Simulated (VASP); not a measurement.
Here is a VASP 6.6.1 calculation.

The input INCAR:

```
SYSTEM = Au
  ALGO = Normal
  EDIFF = 1E-6
  ENCUT = 520
  GGA = CA
  ISIF = 2
  ISMEAR = -1
  LASPH = .True.
  LCHARG = .False.
  LREAL = .False.
  LWAVE = .False.
  NBANDS = 12
  NELM = 60
  PREC = Accurate
  SIGMA = 0.1
```

File KPOINTS:

```
k-points
0
Gamma
  13 13 13
  0 0 0
```

Contents of POSCAR:

```
Au
1.0
    0.0000000000      2.0229622709      2.0229622709
    2.0229622709      0.0000000000      2.0229622709
    2.0229622709      2.0229622709      0.0000000000
Au
1
Direct
    0.0000000000      0.0000000000      0.0000000000
```

Potentials or basis: VASP PAW LDA potentials, release 64 (Au).

Run with:

```bash
$ cat potpaw_LDA.64/Au/POTCAR > POTCAR
$ mpirun -np 1 vasp_std > vasp.out
```

Task: Predict the pressure.

Result: 0.5 GPa.
